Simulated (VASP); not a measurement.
Write the native input for VASP 6.6.1 that does the following.

```
Task                   : single point
Functional             : PBE
Potentials or basis    : VASP PAW PBE potentials, release 64 (Cu, I)
Cutoff                 : 520 eV
k mesh                 : 8 × 8 × 8
Occupations            : gaussian, width 0.05 eV
Spin                   : no spin polarisation
Dipole correction      : no
Further INCAR settings : ALGO = Normal; EDIFF = 1e-06; NBANDS = 16
```

The structure of CuI lies in POSCAR:

```
CuI
1.0
    0.0000144929      3.0398025548      3.0393260108
    3.0394349701      0.0000373494      3.0392995764
    3.0394362380      3.0397815934      0.0000426966
Cu I
1 1
Direct
    0.7499995960      0.7499999200      0.7500017569
    0.0000004040      0.0000000800     -0.0000017569
```

This cell differs from its parent crystal: cell sheared at random, sigma 0.1, atoms nudged by 0.01 Å, then relaxed in part.

One way to write it, as run:

INCAR

```
PREC = Accurate ; ENCUT = 520
EDIFF = 1E-6 ; ISMEAR = 0
SIGMA = 0.05 ; LREAL = F
LASPH = T ; NELM = 100
ALGO = Normal ; ISIF = 2
LWAVE = F ; LCHARG = T
GGA = PE ; LELF = T
LVHAR = T ; NBANDS = 16
```

KPOINTS

```
Automatic mesh
0
Gamma
  8 8 8
```

Potentials or basis: VASP PAW PBE potentials, release 64 (Cu, I).

Launch:

```console
$ cat potpaw_PBE.64/Cu/POTCAR potpaw_PBE.64/I/POTCAR > POTCAR
$ mpirun -np 1 vasp_std > vasp.out
```

Results of the run:

| Quantity | Value |
| --- | --- |
| Pressure | 0.4 GPa |
| Band gap on the k mesh | 1.12 eV, direct |

Caveat: the cell differs from its parent crystal (cell sheared at random, sigma 0.1, atoms nudged by 0.01 Å, then relaxed in part); spin-orbit coupling is left out, which moves the levels of the heavy elements.

Wall time 2.2 min on 1 thread of AMD EPYC 7R43 64-Core Processor (Zen 3), on a shared host, peak memory 0.25 GiB.
